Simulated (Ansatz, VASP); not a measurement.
Two plane-wave programs on B

INCAR

```
SYSTEM = B
PREC = Accurate
ENCUT = 600
EDIFF = 1E-6
ISMEAR = 0
SIGMA = 0.1
LREAL = .False.
LASPH = .True.
NELM = 100
ALGO = Normal
ISIF = 3
LWAVE = .False.
LCHARG = .False.
GGA = PE
IBRION = 2
NSW = 90
EDIFFG = -0.04
```

KPOINTS

```
regular mesh
0
Gamma
  6 6 4
  0 0 0
```

Contents of POSCAR:

```
B
1.0
    1.6593739600     -2.8536704200      0.0000000000
    1.6593739600      2.8536704200      0.0000000000
    0.0000000000      0.0000000000      4.6687727700
B
6
Direct
    0.5000000000      0.5000000000      0.2500000000
    0.5000000000      0.5000000000      0.7500000000
    0.3032527700      0.0916540700      0.0000000000
    0.6967472300      0.9083459300      0.0000000000
    0.0916540700      0.3032527700      0.5000000000
    0.9083459300      0.6967472300      0.5000000000
```

Input for Ansatz:

```yaml
crystal:
  lattice:
    - [1.65937396, -2.85367042, 0.0]
    - [1.65937396, 2.85367042, 0.0]
    - [0.0, 0.0, 4.66877277]
  atoms:
    - { symbol: B, position: [0.5, 0.5, 0.25] }
    - { symbol: B, position: [0.5, 0.5, 0.75] }
    - { symbol: B, position: [0.30325277, 0.09165407, 0.0] }
    - { symbol: B, position: [0.69674723, 0.90834593, 0.0] }
    - { symbol: B, position: [0.09165407, 0.30325277, 0.5] }
    - { symbol: B, position: [0.90834593, 0.69674723, 0.5] }
basis:
  ecutwfc: 420
kpoints:
  mp_grid: { grid: [6, 6, 4] }
hamiltonian:
  xc: pbe
scf:
  occupations: { method: gaussian, width: 0.1 }
  lower_state_search: "off"
output:
  forces: true
  stress: true
  eigenvalues: true
relax:
  adjacent_minimum: "off"
  f_tol: 0.04
  max_steps: 70
  cell: { stress_tol: 0.4 }
```

Alike in both runs: task relaxation of cell and atoms; functional PBE; k mesh 6 × 6 × 4; occupations gaussian, width 0.1 eV; no spin polarisation.

|  | VASP | Ansatz |
| --- | --- | --- |
| version | VASP 6.6.1 | Ansatz 0.2.0 |
| potentials or method | VASP PAW PBE potentials, release 64 (B), cutoff 600 eV | scalar-relativistic, plane waves, PAW |
| valence electrons in the cell | 18 | 18 |

|  | VASP | Ansatz | Ansatz less VASP |
| --- | --- | --- | --- |
| gap on the k mesh at the Fermi level, each at its own relaxed structure (eV) | none | none | - |
| relaxed volume (Å³/atom) | 7.94 | 7.94 | 0.000 |
| relaxed length of the cell vector where the two differ most in proportion (Å) | 5.902 | 5.889 | -0.0130 |

A gap of «none» marks a metal or a gap that the smearing closes.

The k mesh is coarse, so the values compare programs but aren't converged.
